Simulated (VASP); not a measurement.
The system is GeSb3O2.

```
Ge Sb O
1.0
     4.67728    0.00000    0.00000
    -2.33864    4.05064    0.00000
     0.00000    0.00000    6.16232
Ge Sb O
1 3 2
Direct
  0.66667 0.33333 0.00000
  0.66667 0.33333 0.50000
  0.00000 0.00000 0.00000
  0.00000 0.00000 0.50000
  0.33333 0.66667 0.26050
  0.33333 0.66667 0.73950
```

The cell was generated, and may not be a known phase.

```yaml
Program: VASP 6.6.1
Task: relaxation of cell and atoms
Functional: PBE
Potentials_or_basis: VASP PAW PBE potentials, release 64 (Ge_d, Sb, O)
Cutoff: 600 eV
k_mesh: 6 × 6 × 4
Occupations: gaussian, width 0.1 eV
Spin: no spin polarisation
```

At the start: pressure -0.3 GPa; volume 19.46 Å³/atom.

Question: Where does the relaxation end?

Answer: Over 5 steps the energy falls by 8.6 meV/atom and the volume is 19.15 Å³/atom (-1.6 %); space group P-6m2 (No. 187, to 0.1 Å) before and after.

Step by step:
```
step  energy change (eV)  largest force (eV/Å)  pressure (GPa)  volume (Å³)
   1              0.0000                0.0186           -0.30       116.75
   2             -0.0433                0.0097           -0.41       116.12
   3             -0.0508                0.0161           -0.36       115.72
   4             -0.0508                0.0166           -0.33       115.70
   5             -0.0513                0.0106            0.10       114.93
```

Final structure:
```
Ge Sb O
1.0
     4.72242    0.00000    0.00000
    -2.36121    4.08973    0.00000
     0.00000    0.00000    5.95064
Ge Sb O
1 3 2
Direct
  0.66667 0.33333 0.00000
  0.66667 0.33333 0.50000
  0.00000 0.00000 0.00000
  0.00000 0.00000 0.50000
  0.33333 0.66667 0.26089
  0.33333 0.66667 0.73911
```

Caveat: an odd number of electrons without spin polarisation forces a metal; a magnetic or distorted state may lie lower.
